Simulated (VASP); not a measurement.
# BeTe (F-43m) in VASP: further runs

Runs on BeTe. Level: PBE. Tasks: single point.

Everything below comes from runs of VASP 6.6.1. Logs are shortened: lines on timing, memory, paths and dates and some standing lists are left out, and cuts for length are marked.

## 1. The cell of the first run

The structure is cubic, space group F-43m (No. 216). Conventional cell: a = 5.657 Å, b = 5.657 Å, c = 5.657 Å, α = 90.00°, β = 90.00°, γ = 90.00°. Within 3.2 Å of Be (site symmetry -43m) lie 4 Te at 2.45 Å. Te (site symmetry -43m) has 4 Be at 2.45 Å within 3.2 Å.

## 2. Single point, PBE

Contents of INCAR:

```
SYSTEM = BeTe
ALGO = Normal
EDIFF = 1E-6
ENCUT = 520
GGA = PE
ISIF = 2
ISMEAR = 0
LASPH = .TRUE.
LCHARG = .FALSE.
LREAL = .FALSE.
LWAVE = .FALSE.
NBANDS = 11
NELM = 60
PREC = Accurate
SIGMA = 0.01
```

Contents of KPOINTS:

```
k-points
0
G
  6 6 6
  0 0 0
```

Contents of POSCAR:

```
BeTe
1.0
    0.0000000000      2.8286228845      2.8286228845
    2.8286228845      0.0000000000      2.8286228845
    2.8286228845      2.8286228845      0.0000000000
Be Te
1 1
Direct
    0.0000000000      0.0000000000      0.0000000000
    0.2500000000      0.2500000000      0.2500000000
```

Potentials or basis: VASP PAW PBE potentials, release 64 (Be, Te).

On the command line:

```sh
$ cat potpaw_PBE.64/Be/POTCAR potpaw_PBE.64/Te/POTCAR > POTCAR
$ mpirun -np 1 vasp_std > vasp.out
```

OUTCAR:

```text
SYSTEM = BeTe
   EDIFF = 1E-6
   ENCUT = 520
   GGA = PE
   ISIF = 2
   ISMEAR = 0
   LASPH = .TRUE.
   LREAL = .FALSE.
   NELM = 60
   PREC = Accurate

 ion  position               nearest neighbor table
   1  0.000  0.000  0.000-   2 2.45   2 2.45   2 2.45   2 2.45
   2  0.250  0.250  0.250-   1 2.45   1 2.45   1 2.45   1 2.45

  LATTYP: Found a face centered cubic cell.
 ALAT       =     5.6572457690

  Lattice vectors:

 A1 = (   0.0000000000,   2.8286228845,   2.8286228845)
 A2 = (   2.8286228845,   0.0000000000,   2.8286228845)
 A3 = (   2.8286228845,   2.8286228845,   0.0000000000)

Analysis of symmetry for initial positions (statically):
=====================================================================
 Subroutine PRICEL returns:
 Original cell was already a primitive cell.

 Routine SETGRP: Setting up the symmetry group for a
 face centered cubic supercell.

 Subroutine GETGRP returns: Found 24 space group operations
 (whereof 24 operations were pure point group operations)
 out of a pool of 48 trial point group operations.

The static configuration has the point symmetry T_d .

Analysis of symmetry for dynamics (positions and initial velocities):
=====================================================================
 Subroutine PRICEL returns:
 Original cell was already a primitive cell.

 Routine SETGRP: Setting up the symmetry group for a
 face centered cubic supercell.

 Subroutine GETGRP returns: Found 24 space group operations
 (whereof 24 operations were pure point group operations)
 out of a pool of 48 trial point group operations.

The dynamic configuration has the point symmetry T_d .

 Subroutine INISYM returns: Found 24 space group operations
 (whereof 24 operations are pure point group operations),
 and found     1 'primitive' translations

----------------------------------------------------------------------------------------

                                     Primitive cell

  volume of cell :      45.2642

  direct lattice vectors                    reciprocal lattice vectors
     0.000000000  2.828622885  2.828622885    -0.176764461  0.176764461  0.176764461
     2.828622885  0.000000000  2.828622885     0.176764461 -0.176764461  0.176764461
     2.828622885  2.828622885  0.000000000     0.176764461  0.176764461 -0.176764461

  length of vectors
     4.000276846  4.000276846  4.000276846     0.306165028  0.306165028  0.306165028

  position of ions in fractional coordinates (direct lattice)
     0.000000000  0.000000000  0.000000000
     0.250000000  0.250000000  0.250000000

  ion indices of the primitive-cell ions
   primitive index   ion index
                 1           1
                 2           2

----------------------------------------------------------------------------------------

 KPOINTS: k-points

Automatic generation of k-mesh.
 Grid dimensions read from file:
 generate k-points for:    6    6    6

 Generating k-lattice:

  Cartesian coordinates                     Fractional coordinates (reciprocal lattice)
    -0.029460744  0.029460744  0.029460744     0.166666667  0.000000000  0.000000000
     0.029460744 -0.029460744  0.029460744     0.000000000  0.166666667  0.000000000
     0.029460744  0.029460744 -0.029460744     0.000000000  0.000000000  0.166666667

  Length of vectors
     0.051027505  0.051027505  0.051027505

  Shift w.r.t. Gamma in fractional coordinates (k-lattice)
     0.000000000  0.000000000  0.000000000

 Subroutine IBZKPT returns following result:
 ===========================================

 Found     16 irreducible k-points:

 Following reciprocal coordinates:
            Coordinates               Weight
  0.000000  0.000000  0.000000      1.000000
  0.166667  0.000000  0.000000      8.000000
  0.333333  0.000000  0.000000      8.000000
  0.500000  0.000000  0.000000      4.000000
  0.166667  0.166667  0.000000      6.000000
  0.333333  0.166667  0.000000     24.000000
[... 8 lines left out ...]
 -0.333333  0.333333  0.166667     24.000000
 -0.333333  0.500000  0.166667     12.000000
   k-points           NKPTS =     16   k-points in BZ     NKDIM =     16   number of bands    NBANDS=     11
   number of dos      NEDOS =    301   number of ions     NIONS =      2
   total plane-waves  NPLWV =  27000
   dimension x,y,z NGX =    30 NGY =   30 NGZ =   30
   dimension x,y,z NGXF=    60 NGYF=   60 NGZF=   60
   ions per type =               1   1
   NGX,Y,Z   is equivalent  to a cutoff of  12.47, 12.47, 12.47 a.u.
   NGXF,Y,Z  is equivalent  to a cutoff of  24.94, 24.94, 24.94 a.u.
 SYSTEM =  BeTe
   PREC   = accura    normal or accurate (medium, high low for compatibility)
   ISTART =      0    job   : 0-new  1-cont  2-samecut
   ICHARG =      2    charge: 1-file 2-atom 10-const
   ISPIN  =      1    spin polarized calculation?
   LNONCOLLINEAR =      F non collinear calculations
   LSORBIT =      F    spin-orbit coupling
   LASPH  =      T    aspherical Exc in radial PAW
   ENCUT  =  520.0 eV  38.22 Ry    6.18 a.u.   7.44  7.44  7.44*2*pi/ulx,y,z
   NELM   =     60;   NELMIN=  2; NELMDL= -5     # of ELM steps
   EDIFF  = 0.1E-05   stopping-criterion for ELM
   LREAL  =      F    real-space projection
   EDIFFG = 0.1E-04   stopping-criterion for IOM
   NSW    =      0    number of steps for IOM
   IBRION =     -1    ionic relax: 0-MD 1-quasi-New 2-CG
   NFREE  =      0    steps in history (QN), initial steepest desc. (CG)
   ISIF   =      2    stress and relaxation
   ISYM   =      2    0-nonsym 1-usesym 2-fastsym
   POTIM  = 0.5000    time-step for ionic-motion
   TEBEG  =    0.0;   TEEND  =   0.0 temperature during run
   PSTRESS=    0.0 pullay stress
   NELECT =       8.0000    total number of electrons
   NUPDOWN=      -1.0000    fix difference up-down
   EMIN   =  10.00;   EMAX   =-10.00  energy-range for DOS
   EFERMI =   0.00;   METHOD = LEGACY
   ISMEAR =     0;   SIGMA  =   0.01  broadening in eV -4-tet -1-fermi 0-gaus
   EFERMI_NEDOS =   21; number of points for ismear=-14 and -15
   IALGO  =     38    algorithm
   IMIX   =      4    mixing-type and parameters
     AMIX     =   0.40;   BMIX     =  1.00
     AMIX_MAG =   1.60;   BMIX_MAG =  1.00
  volume/ion in A,a.u.               =      22.63       152.73
  Fermi-wavevector in a.u.,A,eV,Ry     =   0.918727  1.736142 11.484122  0.844059
  Thomas-Fermi vector in A             =   2.043841
   LORBIT       =      0    0 simple, 1 ext, 2 COOP (PROOUT), +10 PAW based schemes
   GGA     = PE    functional components
   LHFCALC =     F    Hartree Fock is set to
   AEXX    =    0.0000 exact exchange contribution
   IVDW    =     0    specifies the selected vdW correction
   LEPSILON=     F    determine dielectric tensor
   LRPA    =     F    only Hartree local field effects (RPA)
 non-spin polarized calculation
 Gauss-broadening in eV      SIGMA  =   0.01
  energy-cutoff  :      520.00
  volume of cell :       45.26
 maximum number of plane-waves:      1243
 NGX is ok and might be reduce to    30
   NGX = 15   NGY = 15   NGZ = 15

 number of electron       8.0000000 magnetization

 Free energy of the ion-electron system (eV)
  ---------------------------------------------------
  ext. energy  EPLUGINS =         0.00000000
  ---------------------------------------------------
  free energy    TOTEN  =        -7.61857842 eV

  energy without entropy =       -7.61857842  energy(sigma->0) =       -7.61857842

 E-fermi :   5.0678     XC(G=0):  -9.0015

 val. band max:        4.9493376941   @ k =   0.0000   0.0000   0.0000
 cond. band min:       6.9545096670   @ k =   0.5000   0.5000   0.0000
 fundamental gap:      2.0051719730
 Fermi energy:         5.0677545097

 k-point     1 :       0.0000    0.0000    0.0000
  band No.  band energies     occupation
      1      -7.2597      2.00000
      2       4.9493      2.00000
      3       4.9493      2.00000
      4       4.9493      2.00000
      5       8.5687      0.00000
      6       8.5687      0.00000
      7       8.5687      0.00000
      8       8.6728      0.00000
      9      13.2453      0.00000
     10      15.1649      0.00000
     11      15.1649      0.00000

 k-point     2 :       0.1667    0.0000    0.0000
  band No.  band energies     occupation
      1      -7.0061      2.00000
      2       2.9830      2.00000
      3       4.5793      2.00000
      4       4.5793      2.00000
      5       8.3889      0.00000
      6       9.1014      0.00000
      7       9.1014      0.00000
      8      10.6519      0.00000
      9      13.8705      0.00000
     10      14.0264      0.00000
     11      14.0264      0.00000

 k-point     3 :       0.3333    0.0000    0.0000
  band No.  band energies     occupation
      1      -6.3740      2.00000
      2       0.5590      2.00000
      3       4.0481      2.00000
      4       4.0481      2.00000
      5       8.1013      0.00000
      6       9.5634      0.00000
      7       9.5634      0.00000
      8      12.6939      0.00000
      9      14.2460      0.00000
     10      14.5332      0.00000
     11      14.5332      0.00000

 k-point     4 :       0.5000    0.0000    0.0000
  band No.  band energies     occupation
      1      -5.9483      2.00000
      2      -0.5065      2.00000
      3       3.8388      2.00000
      4       3.8388      2.00000
      5       7.9888      0.00000
      6       9.5435      0.00000
      7       9.5435      0.00000
      8      12.7718      0.00000
      9      15.8289      0.00000
     10      16.4014      0.00000
     11      16.4014      0.00000

 k-point     5 :       0.1667    0.1667    0.0000
  band No.  band energies     occupation
      1      -6.9208      2.00000
      2       3.2682      2.00000
      3       3.9602      2.00000
      4       3.9602      2.00000
      5       7.9856      0.00000
      6       9.9014      0.00000
      7      10.0761      0.00000
      8      10.0761      0.00000
      9      12.7839      0.00000
     10      14.5387      0.00000
     11      15.5943      0.00000
[... 99 lines left out ...]
 k-point    13 :       0.5000    0.5000    0.0000
  band No.  band energies     occupation
      1      -5.4691      2.00000
      2      -0.0952      2.00000
      3       2.3539      2.00000
      4       2.3539      2.00000
      5       6.9545      0.00000
      6       7.6326      0.00000
      7      14.5684      0.00000
      8      14.5684      0.00000
      9      16.4177      0.00000
     10      17.8147      0.00000
     11      18.3093      0.00000

 k-point    14 :       0.5000    0.3333    0.1667
  band No.  band energies     occupation
      1      -5.8975      2.00000
      2       0.6154      2.00000
      3       1.9537      2.00000
      4       3.0050      2.00000
      5       8.9015      0.00000
      6       9.9052      0.00000
      7      10.1597      0.00000
      8      12.6029      0.00000
      9      14.9498      0.00000
     10      15.3400      0.00000
     11      17.5553      0.00000

 k-point    15 :      -0.3333    0.3333    0.1667
  band No.  band energies     occupation
      1      -5.5820      2.00000
      2       0.1754      2.00000
      3       1.5236      2.00000
      4       2.5913      2.00000
      5       9.4419      0.00000
      6       9.6313      0.00000
      7      11.8132      0.00000
      8      12.0977      0.00000
      9      13.6080      0.00000
     10      16.7704      0.00000
     11      17.4527      0.00000

 k-point    16 :      -0.3333    0.5000    0.1667
  band No.  band energies     occupation
      1      -5.4452      2.00000
      2       0.2316      2.00000
      3       1.6276      2.00000
      4       1.9257      2.00000
      5       8.6684      0.00000
      6       9.2209      0.00000
      7      12.2403      0.00000
      8      12.5101      0.00000
      9      15.8016      0.00000
     10      16.6272      0.00000
     11      17.7271      0.00000

------------------------ aborting loop because EDIFF is reached ----------------------------------------

  FORCE on cell =-STRESS in cart. coord.  units (eV):
  Direction    XX          YY          ZZ          XY          YZ          ZX
  --------------------------------------------------------------------------------------
  -------------------------------------------------------------------------------------
  Total        0.1062764      0.1062764      0.1062764     -0.0000000      0.0000000      0.0000000
  in kB        3.7617708      3.7617708      3.7617708     -0.0000000      0.0000000      0.0000000
  external PRESSURE =       3.7617708 kB  Pullay stress =       0.0000000 kB

 VOLUME and BASIS-vectors are now :
 -----------------------------------------------------------------------------
  energy-cutoff  :      520.00
  volume of cell :       45.26
      direct lattice vectors                 reciprocal lattice vectors
     0.000000000  2.828622885  2.828622885    -0.176764461  0.176764461  0.176764461
     2.828622885  0.000000000  2.828622885     0.176764461 -0.176764461  0.176764461
     2.828622885  2.828622885  0.000000000     0.176764461  0.176764461 -0.176764461

 POSITION                                       TOTAL-FORCE (eV/Angst)
 -----------------------------------------------------------------------------------
      0.00000      0.00000      0.00000         0.000000      0.000000      0.000000
      1.41431      1.41431      1.41431        -0.000000     -0.000000     -0.000000
 -----------------------------------------------------------------------------------
    total drift:                                0.000000      0.000000      0.000000

  FREE ENERGIE OF THE ION-ELECTRON SYSTEM (eV)
  ---------------------------------------------------
  free  energy   TOTEN  =        -7.6185784229 eV

  energy  without entropy=       -7.6185784229  energy(sigma->0) =       -7.61857842
```

Run time: 8.3 s. Hardware: 1 thread of AMD EPYC 7R13 (Zen 3), shared host; peak memory 0.14 GiB.

What came out:

```yaml
Free_energy: -7.6186 eV
Pressure: 0.4 GPa
Band_gap_on_the_k_mesh: 2.01 eV, indirect (least direct gap 3.62 eV)
```

Caveat: spin-orbit coupling is left out, which moves the levels of the heavy elements. A k mesh can miss the band edges.

(Part 1 of 2 ends here.)
